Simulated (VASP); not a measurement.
# AlN (P6_3/mmc) in VASP: further runs

Runs on AlN. Level: PBEsol. Tasks: single point.

Program: VASP 6.6.1. These are calculated values, not measurements. Logs are shortened: lines on timing, memory, paths and dates and some standing lists are left out, and cuts for length are marked.

**1. The cell of the first run**

It takes space group P6_3/mmc (No. 194, hexagonal). Conventional cell: a = 3.321 Å, b = 3.321 Å, c = 4.307 Å, α = 90.00°, β = 90.00°, γ = 120.00°. Within 2.5 Å of Al (site symmetry -6m2) lie 5 N at 1.92 to 2.15 Å. N (site symmetry -6m2) has 5 Al at 1.92 to 2.15 Å within 2.5 Å.

**2. Single point, PBEsol**

The input, INCAR:

```
SYSTEM = AlN
  PREC = Accurate
  ENCUT = 520
  EDIFF = 1E-6
  ISMEAR = 0
  SIGMA = 0.05
  LREAL = .FALSE.
  LASPH = .TRUE.
  NELM = 60
  ALGO = Normal
  ISIF = 2
  LWAVE = .FALSE.
  LCHARG = .FALSE.
  GGA = PS
  NBANDS = 16
```

The input, KPOINTS:

```
regular mesh
0
G
  9 9 6
  0 0 0
```

The input, POSCAR:

```
AlN
1.0
    3.3214000000      0.0000000000      0.0000000000
   -1.6607000000      2.8764167761      0.0000000000
    0.0000000000      0.0000000000      4.3069000000
Al N
2 2
Direct
    0.3333333333      0.6666666667      0.7500000000
    0.6666666667      0.3333333333      0.2500000000
    0.3333333333      0.6666666667      0.2500000000
    0.6666666667      0.3333333333      0.7500000000
```

Potentials or basis: VASP PAW PBE potentials, release 64 (Al, N).

Run with:

```
cat potpaw_PBE.64/Al/POTCAR potpaw_PBE.64/N/POTCAR > POTCAR
mpirun -np 1 vasp_std > vasp.out
```

OUTCAR:

```text
SYSTEM = AlN
   PREC = Accurate
   ENCUT = 520
   EDIFF = 1E-6
   ISMEAR = 0
   LREAL = .FALSE.
   LASPH = .TRUE.
   NELM = 60
   ISIF = 2
   GGA = PS

 ion  position               nearest neighbor table
   1  0.333  0.667  0.750-   4 1.92   4 1.92   4 1.92   3 2.15   3 2.15   2 2.88   2 2.88   2 2.88
                             2 2.88   2 2.88   2 2.88
   2  0.667  0.333  0.250-   3 1.92   3 1.92   3 1.92   4 2.15   4 2.15   1 2.88   1 2.88   1 2.88
                             1 2.88   1 2.88   1 2.88
   3  0.333  0.667  0.250-   2 1.92   2 1.92   2 1.92   1 2.15   1 2.15
   4  0.667  0.333  0.750-   1 1.92   1 1.92   1 1.92   2 2.15   2 2.15

  LATTYP: Found a hexagonal cell.
 ALAT       =     3.3214000000
 C/A-ratio  =     1.2967122298

  Lattice vectors:

 A1 = (   3.3214000000,   0.0000000000,   0.0000000000)
 A2 = (  -1.6607000000,   2.8764167761,   0.0000000000)
 A3 = (   0.0000000000,   0.0000000000,   4.3069000000)

Analysis of symmetry for initial positions (statically):
=====================================================================
 Subroutine PRICEL returns:
 Original cell was already a primitive cell.

 Routine SETGRP: Setting up the symmetry group for a
 hexagonal supercell.

 Subroutine GETGRP returns: Found 24 space group operations
 (whereof 12 operations were pure point group operations)
 out of a pool of 24 trial point group operations.

The static configuration has the point symmetry D_3d.
 The point group associated with its full space group is D_6h.

Analysis of symmetry for dynamics (positions and initial velocities):
=====================================================================
 Subroutine PRICEL returns:
 Original cell was already a primitive cell.

 Routine SETGRP: Setting up the symmetry group for a
 hexagonal supercell.

 Subroutine GETGRP returns: Found 24 space group operations
 (whereof 12 operations were pure point group operations)
 out of a pool of 24 trial point group operations.

The dynamic configuration has the point symmetry D_3d.
 The point group associated with its full space group is D_6h.

 Subroutine INISYM returns: Found 24 space group operations
 (whereof 12 operations are pure point group operations),
 and found     1 'primitive' translations

----------------------------------------------------------------------------------------

                                     Primitive cell

  volume of cell :      41.1470

  direct lattice vectors                    reciprocal lattice vectors
     3.321400000  0.000000000  0.000000000     0.301077859  0.173827383  0.000000000
    -1.660700000  2.876416776  0.000000000     0.000000000  0.347654766  0.000000000
     0.000000000  0.000000000  4.306900000     0.000000000  0.000000000  0.232185563

  length of vectors
     3.321400000  3.321400000  4.306900000     0.347654766  0.347654766  0.232185563

  position of ions in fractional coordinates (direct lattice)
     0.333333333  0.666666667  0.750000000
     0.666666667  0.333333333  0.250000000
     0.333333333  0.666666667  0.250000000
     0.666666667  0.333333333  0.750000000

  ion indices of the primitive-cell ions
   primitive index   ion index
                 1           1
                 2           2
                 3           3
                 4           4

----------------------------------------------------------------------------------------

 KPOINTS: regular mesh

Automatic generation of k-mesh.
 Grid dimensions read from file:
 generate k-points for:    9    9    6

 Generating k-lattice:

  Cartesian coordinates                     Fractional coordinates (reciprocal lattice)
     0.033453095  0.019314154  0.000000000     0.111111111  0.000000000  0.000000000
     0.000000000  0.038628307  0.000000000     0.000000000  0.111111111  0.000000000
     0.000000000  0.000000000  0.038697594     0.000000000  0.000000000  0.166666667

  Length of vectors
     0.038628307  0.038628307  0.038697594

  Shift w.r.t. Gamma in fractional coordinates (k-lattice)
     0.000000000  0.000000000  0.000000000

 Subroutine IBZKPT returns following result:
 ===========================================

 Found     48 irreducible k-points:

 Following reciprocal coordinates:
            Coordinates               Weight
  0.000000  0.000000  0.000000      1.000000
  0.111111  0.000000  0.000000      6.000000
  0.222222  0.000000  0.000000      6.000000
  0.333333  0.000000  0.000000      6.000000
  0.444444  0.000000  0.000000      6.000000
  0.111111  0.111111  0.000000      6.000000
[... 16 lines left out ...]
  0.333333  0.222222  0.166667     24.000000
  0.333333  0.333333  0.166667      4.000000
 [... further k-points ...]
   k-points           NKPTS =     48   k-points in BZ     NKDIM =     48   number of bands    NBANDS=     16
   number of dos      NEDOS =    301   number of ions     NIONS =      4
   total plane-waves  NPLWV =  25088
   dimension x,y,z NGX =    28 NGY =   28 NGZ =   32
   dimension x,y,z NGXF=    56 NGYF=   56 NGZF=   64
   ions per type =               2   2
   NGX,Y,Z   is equivalent  to a cutoff of  14.01, 14.01, 12.35 a.u.
   NGXF,Y,Z  is equivalent  to a cutoff of  28.03, 28.03, 24.70 a.u.
 SYSTEM =  AlN
   PREC   = accura    normal or accurate (medium, high low for compatibility)
   ISTART =      0    job   : 0-new  1-cont  2-samecut
   ICHARG =      2    charge: 1-file 2-atom 10-const
   ISPIN  =      1    spin polarized calculation?
   LNONCOLLINEAR =      F non collinear calculations
   LSORBIT =      F    spin-orbit coupling
   LASPH  =      T    aspherical Exc in radial PAW
   ENCUT  =  520.0 eV  38.22 Ry    6.18 a.u.   6.18  6.18  8.01*2*pi/ulx,y,z
   NELM   =     60;   NELMIN=  2; NELMDL= -5     # of ELM steps
   EDIFF  = 0.1E-05   stopping-criterion for ELM
   LREAL  =      F    real-space projection
   EDIFFG = 0.1E-04   stopping-criterion for IOM
   NSW    =      0    number of steps for IOM
   IBRION =     -1    ionic relax: 0-MD 1-quasi-New 2-CG
   NFREE  =      0    steps in history (QN), initial steepest desc. (CG)
   ISIF   =      2    stress and relaxation
   ISYM   =      2    0-nonsym 1-usesym 2-fastsym
   POTIM  = 0.5000    time-step for ionic-motion
   TEBEG  =    0.0;   TEEND  =   0.0 temperature during run
   PSTRESS=    0.0 pullay stress
   NELECT =      16.0000    total number of electrons
   NUPDOWN=      -1.0000    fix difference up-down
   EMIN   =  10.00;   EMAX   =-10.00  energy-range for DOS
   EFERMI =   0.00;   METHOD = LEGACY
   ISMEAR =     0;   SIGMA  =   0.05  broadening in eV -4-tet -1-fermi 0-gaus
   EFERMI_NEDOS =   21; number of points for ismear=-14 and -15
   IALGO  =     38    algorithm
   IMIX   =      4    mixing-type and parameters
     AMIX     =   0.40;   BMIX     =  1.00
     AMIX_MAG =   1.60;   BMIX_MAG =  1.00
  volume/ion in A,a.u.               =      10.29        69.42
  Fermi-wavevector in a.u.,A,eV,Ry     =   1.194911  2.258054 19.426566  1.427812
  Thomas-Fermi vector in A             =   2.330889
   LORBIT       =      0    0 simple, 1 ext, 2 COOP (PROOUT), +10 PAW based schemes
   GGA     = PS    functional components
   LHFCALC =     F    Hartree Fock is set to
   AEXX    =    0.0000 exact exchange contribution
   IVDW    =     0    specifies the selected vdW correction
   LEPSILON=     F    determine dielectric tensor
   LRPA    =     F    only Hartree local field effects (RPA)
 non-spin polarized calculation
 Gauss-broadening in eV      SIGMA  =   0.05
  energy-cutoff  :      520.00
  volume of cell :       41.15
 maximum number of plane-waves:      1134
 NGX is ok and might be reduce to    28
   NGX = 13   NGY = 13   NGZ = 17

 number of electron      16.0000000 magnetization

 Free energy of the ion-electron system (eV)
  ---------------------------------------------------
  ext. energy  EPLUGINS =         0.00000000
  ---------------------------------------------------
  free energy    TOTEN  =       -30.87507983 eV

  energy without entropy =      -30.87507983  energy(sigma->0) =      -30.87507983

 E-fermi :   7.8361     XC(G=0): -11.2067

 val. band max:        7.5803413419   @ k =   0.0000   0.0000   0.0000
 cond. band min:      10.4469624018   @ k =   0.0000   0.0000   0.0000
 fundamental gap:      2.8666210599
 Fermi energy:         7.8360806218

 k-point     1 :       0.0000    0.0000    0.0000
  band No.  band energies     occupation
      1      -9.0059      2.00000
      2      -5.6324      2.00000
      3       0.7327      2.00000
      4       4.3762      2.00000
      5       4.3762      2.00000
      6       5.8854      2.00000
[... 8 lines left out ...]
     15      18.7125      0.00000
     16      19.3332      0.00000

 k-point     2 :       0.1111    0.0000    0.0000
  band No.  band energies     occupation
      1      -8.8670      2.00000
      2      -5.6169      2.00000
      3       0.8859      2.00000
      4       3.8508      2.00000
      5       4.1816      2.00000
      6       5.3652      2.00000
[... 8 lines left out ...]
     15      18.7163      0.00000
     16      18.7354      0.00000

 k-point     3 :       0.2222    0.0000    0.0000
  band No.  band energies     occupation
      1      -8.4694      2.00000
      2      -5.6151      2.00000
      3       1.3326      2.00000
      4       2.7260      2.00000
      5       3.7832      2.00000
      6       4.4214      2.00000
[... 8 lines left out ...]
     15      17.7592      0.00000
     16      19.3362      0.00000
[... 362 lines left out ...]
 k-point    23 :       0.3333    0.2222    0.1667
  band No.  band energies     occupation
      1      -6.9146      2.00000
      2      -6.1705      2.00000
      3       1.0790      2.00000
      4       1.8342      2.00000
      5       2.5277      2.00000
      6       4.2824      2.00000
[... 8 lines left out ...]
     15      18.6805      0.00000
     16      20.2753      0.00000

 k-point    24 :       0.3333    0.3333    0.1667
  band No.  band energies     occupation
      1      -6.4870      2.00000
      2      -6.4870      2.00000
      3       1.1288      2.00000
      4       2.0066      2.00000
      5       2.0066      2.00000
      6       4.3711      2.00000
[... 8 lines left out ...]
     15      18.3481      0.00000
     16      20.0057      0.00000

 [... further k-points ...]

------------------------ aborting loop because EDIFF is reached ----------------------------------------

  FORCE on cell =-STRESS in cart. coord.  units (eV):
  Direction    XX          YY          ZZ          XY          YZ          ZX
  --------------------------------------------------------------------------------------
  -------------------------------------------------------------------------------------
  Total       -2.0593477     -2.0593477     -2.8371154      0.0000000      0.0000000     -0.0000000
  in kB      -80.1867258    -80.1867258   -110.4713842      0.0000000      0.0000000     -0.0000000
  external PRESSURE =     -90.2816119 kB  Pullay stress =       0.0000000 kB

 VOLUME and BASIS-vectors are now :
 -----------------------------------------------------------------------------
  energy-cutoff  :      520.00
  volume of cell :       41.15
      direct lattice vectors                 reciprocal lattice vectors
     3.321400000  0.000000000  0.000000000     0.301077859  0.173827383  0.000000000
    -1.660700000  2.876416776  0.000000000     0.000000000  0.347654766  0.000000000
     0.000000000  0.000000000  4.306900000     0.000000000  0.000000000  0.232185563

 POSITION                                       TOTAL-FORCE (eV/Angst)
 -----------------------------------------------------------------------------------
     -0.00000      1.91761      3.23018         0.000000     -0.000000      0.000000
      1.66070      0.95881      1.07672        -0.000000      0.000000      0.000000
     -0.00000      1.91761      1.07672        -0.000000      0.000000      0.000000
      1.66070      0.95881      3.23018         0.000000     -0.000000      0.000000
 -----------------------------------------------------------------------------------
    total drift:                               -0.000000     -0.000000     -0.000000

  FREE ENERGIE OF THE ION-ELECTRON SYSTEM (eV)
  ---------------------------------------------------
  free  energy   TOTEN  =       -30.8750798281 eV

  energy  without entropy=      -30.8750798281  energy(sigma->0) =      -30.87507983
```

Run time: 51 s. Hardware: 1 thread of AMD EPYC 7R13 (Zen 3), shared host; peak memory 0.14 GiB.

What came out:

```yaml
Free_energy: -30.8751 eV
Pressure: -9.0 GPa
Band_gap_on_the_k_mesh: 2.87 eV, direct
```

Levels at points of the mesh, in eV from the valence-band top:
| k point | band 6 | band 7 | band 8 | band 9 | band 10 | band 11 |
| --- | --- | --- | --- | --- | --- | --- |
| (0.00, 0.00, 0.00) | -1.69 | -1.69 | 0.00 | 2.87 | 4.10 | 8.02 |
| (0.00, 0.00, 0.50) | -2.48 | -2.48 | -2.48 | 5.29 | 5.29 | 8.25 |

Caveat: the PAW data sets were made with another functional, which shifts forces and pressure a little. PBEsol gaps usually lie below the measured ones, often by a third to a half.

**3. Single point, PBEsol**

This run uses another cell than the first one, of 10.07 Å³/atom, 0.979 times its volume.

The input, INCAR:

```
PREC = Accurate
ENCUT = 520
EDIFF = 1E-6
ISMEAR = 0
SIGMA = 0.05
LREAL = F
LASPH = T
NELM = 80
ALGO = Normal
ISIF = 2
LWAVE = F
LCHARG = F
GGA = PS
NBANDS = 16
```

The input, KPOINTS:

```
Automatic mesh
0
Gamma
  9 9 6
```

The input, POSCAR:

```
AlN
1.0
    3.3015780391      0.0000000000      0.0000000000
   -1.6507890196      2.8592504545      0.0000000000
    0.0000000000      0.0000000000      4.2655000000
Al N
2 2
Direct
    0.3333333333      0.6666666667      0.7500000000
    0.6666666667      0.3333333333      0.2500000000
    0.3333333333      0.6666666667      0.2500000000
    0.6666666667      0.3333333333      0.7500000000
```

Potentials or basis: VASP PAW PBE potentials, release 64 (Al, N).

Run with:

```
cat potpaw_PBE.64/Al/POTCAR potpaw_PBE.64/N/POTCAR > POTCAR
mpirun -np 1 vasp_std > vasp.out
```

Run time: 71 s. Hardware: 1 thread of AMD EPYC 7R13 (Zen 3), shared host; peak memory 0.14 GiB.

Results (log left out):

```yaml
Free_energy: -30.9159 eV
Pressure: -5.1 GPa
Band_gap_on_the_k_mesh: 3.04 eV, direct
```

Stress tensor (GPa, compression positive):
```
-3.84  0.00  0.00
 0.00 -3.84  0.00
 0.00  0.00 -7.76
```

Levels at points of the mesh, in eV from the valence-band top:
```csv
k point,band 4,band 5,band 6,band 7,band 8,band 9,band 10,band 11,band 12,band 13
"(0.00, 0.00, 0.00)",-3.26,-3.26,-1.71,-1.71,0.00,3.04,4.26,8.12,8.12,10.97
"(0.00, 0.00, 0.50)",-3.79,-2.52,-2.52,-2.52,-2.52,5.44,5.44,8.34,8.34,8.34
```

Caveat: the PAW data sets were made with another functional, which shifts forces and pressure a little.

[end of part 1 of 2]
